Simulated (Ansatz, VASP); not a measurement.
Two plane-wave programs on Fe

```
Fe
1.0
     2.43916    0.00000    0.00000
    -1.21958    2.11237    0.00000
     0.00000    0.00000    8.37774
Fe
4
Direct
  0.00000 0.00000 0.00000
  0.00000 0.00000 0.50000
  0.33333 0.66667 0.25000
  0.66667 0.33333 0.75000
```

Alike in both runs: task single point; functional r2SCAN; k mesh 16 × 16 × 4; occupations fermi-dirac, width 0.05 eV; collinear spin.

|  | VASP | Ansatz |
| --- | --- | --- |
| version | VASP 6.6.1 | Ansatz 0.2.0 |
| potentials or method | VASP PAW PBE potentials, release 64 (Fe), cutoff 520 eV | plane waves (500 eV) with PAW, scalar-relativistic |
| valence electrons in the cell | 32 | 64 |

|  | VASP | Ansatz | Ansatz less VASP |
| --- | --- | --- | --- |
| pressure (GPa) | 12.7 | 12.4 | -0.29 |
| traceless stress, the component that is largest in VASP (GPa) | -2.93 | -3.29 | -0.365 |
| net moment per atom (μB) | 0.13 | 0.14 | +0.008 |
| size of the moment on the site where the two differ most (μB) | 2.25 | 2.22 | -0.028 |

VASP's potentials were made for PBE, not for r2SCAN. Site moments also hang on the region over which each program counts them. The functional is the same, so the differences come from potentials, cutoffs and numerics. VASP's potentials hold 32 valence electrons a cell and Ansatz's 64, so a difference there can come from the potentials and not from the codes. Ansatz's warnings: stability check not made.
